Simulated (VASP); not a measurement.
A run of VASP 6.6.1:

INCAR

```
SYSTEM = Ni
PREC = Accurate ; ENCUT = 520
EDIFF = 1E-6 ; ISMEAR = -1
SIGMA = 0.05 ; LREAL = .FALSE.
LASPH = .TRUE. ; NELM = 150
ALGO = Normal ; ISIF = 2
LWAVE = .FALSE. ; LCHARG = .FALSE.
ISPIN = 2 ; MAGMOM = 1.25 1.25
LORBIT = 11 ; NUPDOWN = 2.5
LMAXMIX = 4 ; GGA = PE
NBANDS = 21
```

The input KPOINTS:

```
regular mesh
0
G
  10 10 6
  0 0 0
```

File POSCAR:

```
Ni
1.0
    2.4480228978      0.0000000000      0.0000000000
   -1.2240114489      2.1200500186      0.0000000000
    0.0000000000      0.0000000000      4.0728075700
Ni
2
Direct
    0.6666666667      0.3333333333      0.7500000000
    0.3333333333      0.6666666667      0.2500000000
```

Potentials or basis: VASP PAW PBE potentials, release 64 (Ni).

The run is started by

```bash
$ cat potpaw_PBE.64/Ni/POTCAR > POTCAR
$ mpirun -np 1 vasp_std > vasp.out
```

Hardware: 1 thread of Intel(R) Xeon(R) Platinum 8259CL CPU @ 2.50GHz (Skylake/Cascade Lake), on a shared host.

How long does it take, and how much memory?

Run time: 67 s on 1 thread of Intel(R) Xeon(R) Platinum 8259CL CPU @ 2.50GHz (Skylake/Cascade Lake), with other jobs on the host, peak memory 0.16 GiB. Counts: scf iterations 13, k points 56.
